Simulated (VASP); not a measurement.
Runs of VASP 6.6.1 on IrO. The structure is that of space group Pm-3m (No. 221), or close to it. The cells are those of the table. 

```tsv
spin	cell	k mesh	gap on the mesh (eV)	pressure (GPa)	moment (μB)
collinear	a = 2.810 Å, 2 atoms	14 × 14 × 14	none	0.1	0.00
collinear	a = 2.986 Å, 2 atoms	14 × 14 × 14	none	-29.3	0.00
off	a = 2.811 Å, 2 atoms	8 × 8 × 8	none	0.2	-
collinear	a = 2.918 Å, 2 atoms	14 × 14 × 14	none	(b)	0.00
collinear	a = 3.067 Å, 2 atoms	14 × 14 × 14	none	(a)	0.51
```

Alike in all rows: task single point; level PBE; potentials or basis VASP PAW PBE potentials, release 64 (Ir, O); cutoff (eV) 520; smearing gaussian 0.1 eV.

Problem. Estimate the missing entries.

Solution. (a) -33.7; (b) -21.6.

Caveats: spin-orbit coupling is left out, which moves the levels of the heavy elements; the cell stands under tension (at least some runs); an odd number of electrons without spin polarisation forces a metal (at least some runs); a magnetic or distorted state may lie lower (at least some runs).

A k mesh can miss the band edges, and the runs leave out spin-orbit coupling on Ir.

A gap of «none» marks levels without a gap at the run's occupations.
